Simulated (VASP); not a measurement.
BeTe: single point with PBE+D3(BJ)

BeTe:

```
Te Be
1.0
     0.00000    2.79072    2.79072
     2.79072    0.00000    2.79072
     2.79072    2.79072    0.00000
Te Be
1 1
Direct
  0.75000 0.75000 0.75000
  0.00000 0.00000 0.00000
```

```yaml
Program: VASP 6.6.1
Task: single point
Functional: PBE
Dispersion: D3(BJ)
Potentials_or_basis: VASP PAW PBE potentials, release 64 (Te, Be)
Cutoff: 520 eV
k_mesh: 8 × 8 × 8
Occupations: fermi-dirac, width 0.05 eV
Spin: no spin polarisation
```

```
Pressure                   : 0.2 GPa
Band gap on the k mesh     : 1.91 eV, indirect (least direct gap 3.59 eV)
Dispersion energy per atom : -0.348 eV
```

Levels at points of the mesh, in eV from the valence-band top:
| k point | band 1 | band 2 | band 3 | band 4 | band 5 | band 6 | band 7 | band 8 | band 9 |
| --- | --- | --- | --- | --- | --- | --- | --- | --- | --- |
| (0.00, 0.00, 0.00) | -12.48 | 0.00 | 0.00 | 0.00 | 3.59 | 3.59 | 3.59 | 4.02 | 8.36 |
| (0.50, 0.00, 0.00) | -11.07 | -5.72 | -1.18 | -1.18 | 3.15 | 4.58 | 4.58 | 7.81 | 11.06 |
| (0.50, 0.50, 0.00) | -10.55 | -5.26 | -2.75 | -2.75 | 1.91 | 2.63 | 9.88 | 9.88 | 11.71 |

Run time: 36 s on 1 thread of Intel Xeon 8259CL, on a shared host, peak memory 0.18 GiB.

Caveat: spin-orbit coupling is left out, which moves the levels of the heavy elements. A k mesh can miss the band edges.
